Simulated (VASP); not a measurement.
Crystal: CsSi3Ru.

```
CELL_PARAMETERS angstrom
4.60614 0.00000 0.00000
0.00000 4.60614 0.00000
0.00000 0.00000 4.60614
ATOMIC_POSITIONS crystal
Cs 0.00000 0.00000 0.00000
Si 0.00000 0.50000 0.50000
Si 0.50000 0.00000 0.50000
Si 0.50000 0.50000 0.00000
Ru 0.50000 0.50000 0.50000
```

```yaml
Program: VASP 6.6.1
Task: relaxation of cell and atoms
Functional: PBE
Potentials_or_basis: VASP PAW PBE potentials, release 64 (Cs_sv, Si, Ru_pv)
Cutoff: 500 eV
k_mesh: 4 × 4 × 4
Occupations: gaussian, width 0.1 eV
Spin: no spin polarisation
```

At the start: pressure 11.8 GPa; volume 19.55 Å³/atom.

How do energy, volume and symmetry change on relaxing?

Over 3 steps the energy falls by 86.5 meV/atom and the volume is 22.22 Å³/atom (+13.7 %); space group Pm-3m (No. 221, to 0.1 Å) before and after.

The path:
```
step  energy change (eV)  largest force (eV/Å)  pressure (GPa)  volume (Å³)
   1              0.0000                0.0000           11.79        97.73
   2             -0.3226                0.0000           -3.91       119.50
   3             -0.4324                0.0000           -0.01       111.11
```

Final structure:
```
Cs Si Ru
1.0
     4.80754    0.00000    0.00000
     0.00000    4.80754    0.00000
     0.00000    0.00000    4.80754
Cs Si Ru
1 3 1
Direct
  0.00000 0.00000 0.00000
  0.00000 0.50000 0.50000
  0.50000 0.00000 0.50000
  0.50000 0.50000 0.00000
  0.50000 0.50000 0.50000
```
